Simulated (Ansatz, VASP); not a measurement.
## GaSb: VASP beside Ansatz

Contents of POSCAR:

```
GaSb
1.0
    0.0000000000      3.0658848221      3.0658848221
    3.0658848221      0.0000000000      3.0658848221
    3.0658848221      3.0658848221      0.0000000000
Ga Sb
1 1
Direct
    0.0000000000      0.0000000000      0.0000000000
    0.2500000000      0.2500000000      0.2500000000
```

File INCAR.step1:

```
PREC = Accurate
ENCUT = 400
EDIFF = 1E-5
ISMEAR = -1
SIGMA = 0.02
LREAL = False
LASPH = True
NELM = 120
ALGO = Normal
ISIF = 2
LWAVE = True
LCHARG = False
GGA = PE
NBANDS = 21
GGA_COMPAT = False
```

The input INCAR.step2:

```
PREC = Accurate
ENCUT = 400
EDIFF = 1E-6
ISMEAR = -1
SIGMA = 0.02
LREAL = False
LASPH = True
NELM = 120
ALGO = Normal
ISIF = 2
LWAVE = False
LCHARG = False
GGA = PE
LHFCALC = True
AEXX = 0.25
PRECFOCK = Normal
ISTART = 1
NBANDS = 21
GGA_COMPAT = False
```

Contents of KPOINTS:

```
Automatic mesh
0
Gamma
  4 4 4
```

Input for Ansatz:

```yaml
crystal:
  lattice:
    - [0.0, 3.0658848221, 3.0658848221]
    - [3.0658848221, 0.0, 3.0658848221]
    - [3.0658848221, 3.0658848221, 0.0]
  atoms:
    - { symbol: Ga, position: [0.0, 0.0, 0.0] }
    - { symbol: Sb, position: [0.25, 0.25, 0.25] }
kpoints:
  mp_grid: { grid: [4, 4, 4] }
hamiltonian:
  xc: pbe0
scf:
  occupations: { method: fermi_dirac, width: 0.02 }
  n_extra_bands: 4
output:
  forces: true
  stress: true
  eigenvalues: true
```

Alike in both runs: task single point; functional PBE0; k mesh 4 × 4 × 4; occupations fermi-dirac, width 0.02 eV; no spin polarisation.

```csv
,VASP,Ansatz
version,VASP 6.6.1,Ansatz 0.2.0
potentials or method,"VASP PAW PBE potentials, release 64 (Ga_d, Sb_d_GW)",plane waves
plane-wave cutoff (eV),400,420
valence electrons in the cell,28,28
```

|  | VASP | Ansatz | Ansatz less VASP |
| --- | --- | --- | --- |
| gap on the k mesh at the Fermi level (eV) | 1.51 | 1.46 | -0.046 |

With one functional, cell and mesh, what is left measures potentials, basis and numerics. Ansatz's warnings: stress exchange threshold loose, stress scf threshold loose.

The k mesh is coarse, so the values compare programs but aren't converged. Neither program's run includes spin-orbit coupling.
